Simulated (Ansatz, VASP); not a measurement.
One calculation of TiB2, two programs

The input INCAR:

```
PREC = Accurate
ENCUT = 520
EDIFF = 1E-7
ISMEAR = 0
SIGMA = 0.15
LREAL = False
LASPH = True
NELM = 80
ALGO = Normal
ISIF = 2
LWAVE = False
LCHARG = False
GGA = PE
NBANDS = 16
```

KPOINTS

```
regular mesh
0
Gamma
  18 18 14
```

File POSCAR:

```
TiB2
1.0
    3.0318048529      0.0000000000      0.0000000000
   -1.5159024265      2.5993638217      0.0000000000
    0.0000000000      0.0000000000      3.2242295241
Ti B
1 2
Direct
    0.0000000000      0.0000000000      0.0000000000
    0.3333333333      0.6666666667      0.5000000000
    0.6666666667      0.3333333333      0.5000000000
```

Input for Ansatz:

```yaml
crystal:
  lattice:
    - [3.0318048529, 0.0, 0.0]
    - [-1.5159024265, 2.5993638217, 0.0]
    - [0.0, 0.0, 3.2242295241]
  atoms:
    - { symbol: Ti, position: [0.0, 0.0, 0.0] }
    - { symbol: B, position: [0.3333333333, 0.6666666667, 0.5] }
    - { symbol: B, position: [0.6666666667, 0.3333333333, 0.5] }
basis:
  ecutwfc: 420
kpoints:
  mp_grid: { grid: [18, 18, 14] }
hamiltonian:
  xc: pbe
scf:
  occupations: { method: gaussian, width: 0.15 }
output:
  forces: true
  stress: true
  eigenvalues: true
```

Change from the starting cell: strain -0.0100 x Voigt [0, 1, 0, 0, 0, 0], atoms carried along.

Alike in both runs: task single point; functional PBE; k mesh 18 × 18 × 14; occupations gaussian, width 0.15 eV; no spin polarisation.

|  | VASP | Ansatz |
| --- | --- | --- |
| version | VASP 6.6.1 | Ansatz 0.2.0 |
| potentials or method | VASP PAW PBE potentials, release 64 (Ti_sv, B), cutoff 520 eV | scalar-relativistic, plane waves, PAW |
| valence electrons in the cell | 18 | 18 |

|  | VASP | Ansatz | Ansatz less VASP |
| --- | --- | --- | --- |
| gap on the k mesh at the Fermi level (eV) | none | none | - |
| pressure (GPa) | 3.1 | 2.9 | -0.19 |
| traceless stress, the component that is largest in VASP (GPa) | 3.96 | 3.96 | +0.006 |
| rms of the force components (eV/Å) | 0.018 | 0.018 | -0.0003 |

Atom by atom the forces differ by 0.000 eV/Å (rms over components). A gap of «none» marks a metal or a gap that the smearing closes.
